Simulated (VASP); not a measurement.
Write the native input for VASP 6.6.1 that does the following.

| Quantity | Value |
| --- | --- |
| Task | relaxation of cell and atoms |
| Functional | PBE |
| Potentials or basis | VASP PAW PBE potentials, release 64 (Sm_3, Se, Au), 4f in core |
| Cutoff | 500 eV |
| k mesh | 4 × 4 × 4 |
| Occupations | gaussian, width 0.1 eV |
| Spin | no spin polarisation |
| Dipole correction | no |
| Mended | yes |
| Further INCAR settings | ALGO = Normal; EDIFF = 1e-07; IBRION = 2; EDIFFG = -0.04; NSW = 90; ISIF = 3 |

The structure of SmAuSe3 lies in POSCAR:

```
SmAuSe3
1.0
    4.8144349000      0.0000000000      0.0000000000
    0.0000000000      4.8144349000      0.0000000000
    0.0000000000      0.0000000000      4.8144349000
Sm Se Au
1 3 1
Direct
    0.0000000000      0.0000000000      0.0000000000
    0.0000000000      0.5000000000      0.5000000000
    0.5000000000      0.0000000000      0.5000000000
    0.5000000000      0.5000000000      0.0000000000
    0.5000000000      0.5000000000      0.5000000000
```

The cell was built from a structure type or drawn by symmetry, and may not be a known phase.

One way to write it, as run:

INCAR

```
PREC = Accurate
ENCUT = 500
EDIFF = 1E-7
ISMEAR = 0
SIGMA = 0.1
LREAL = F
LASPH = T
NELM = 200
ALGO = Normal
ISIF = 3
LWAVE = F
LCHARG = F
GGA = PE
IBRION = 2
NSW = 90
EDIFFG = -0.04
GGA_COMPAT = F
NELMIN = 4
LMAXMIX = 6
```

KPOINTS

```
Automatic mesh
0
Gamma
  4 4 4
```

Potentials or basis: VASP PAW PBE potentials, release 64 (Sm_3, Se, Au), 4f in core.

Command:

```console
$ cat potpaw_PBE.64/Sm_3/POTCAR potpaw_PBE.64/Se/POTCAR potpaw_PBE.64/Au/POTCAR > POTCAR
$ mpirun -np 1 vasp_std > vasp.out
```

Results of the run:

| Quantity | Value |
| --- | --- |
| Relaxed volume | 25.98 Å³/atom |
| Relaxed cell | a = 5.065 Å, b = 5.065 Å, c = 5.065 Å, α = 90.00°, β = 90.00°, γ = 90.00° |
| Space group after relaxing (to 0.1 Å) | Pm-3m (No. 221) |
| Energy gained by relaxing | 147.8 meV/atom |
| Ionic steps | 3 |
| Pressure after relaxing | -0.2 GPa |
| Band gap on the k mesh | zero (bands 20 and 21 overlap by 2.31 eV) |

Caveat: the volume moved by over 15 % at a fixed basis, so the end points are rough; spin-orbit coupling is left out, which moves the levels of the heavy elements; the 4f electrons are frozen in the core, so they carry no moment and show no levels; the run has no spin polarisation, though such a crystal can be magnetic.

Run time: 87 s on 1 thread of Intel(R) Xeon(R) Platinum 8259CL CPU @ 2.50GHz (Skylake/Cascade Lake), with other jobs on the host, peak memory 0.23 GiB.
